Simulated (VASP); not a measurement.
Ta:

```
CELL_PARAMETERS angstrom
-1.65128 1.65128 1.65128
1.65128 -1.65128 1.65128
1.65128 1.65128 -1.65128
ATOMIC_POSITIONS crystal
Ta 0.00000 0.00000 0.00000
```

```yaml
Program: VASP 6.6.1
Task: relaxation of cell and atoms
Functional: r2SCAN
Potentials_or_basis: VASP PAW PBE potentials, release 64 (Ta_pv)
Cutoff: 600 eV
k_mesh: 9 × 9 × 9
Occupations: gaussian, width 0.05 eV
Spin: no spin polarisation
```

At the start: pressure 2.7 GPa; volume 18.01 Å³/atom.

Question: Where does the relaxation end?

Answer: Over 3 steps the energy falls by 2.4 meV/atom and the volume is 18.29 Å³/atom (+1.6 %); space group Im-3m (No. 229, to 0.05 Å).

The path:
```tsv
step	energy change (eV)	largest force (eV/Å)	pressure (GPa)	volume (Å³)
1	0.0000	0.0000	2.75	18.01
2	0.0066	0.0000	-5.37	18.83
3	-0.0024	0.0000	-0.03	18.29
```

Final structure:
```cif
data_structure
_symmetry_space_group_name_H-M 'P 1'
_symmetry_Int_Tables_number 1
_cell_length_a 2.8750
_cell_length_b 2.8750
_cell_length_c 2.8750
_cell_angle_alpha 109.471
_cell_angle_beta 109.471
_cell_angle_gamma 109.471
_cell_volume 18.29
loop_
_atom_site_label
_atom_site_type_symbol
_atom_site_fract_x
_atom_site_fract_y
_atom_site_fract_z
_atom_site_occupancy
Ta1 Ta 0.00000 0.00000 0.00000 1
```

Caveat: the PAW data sets were made with another functional, which shifts forces and pressure a little.
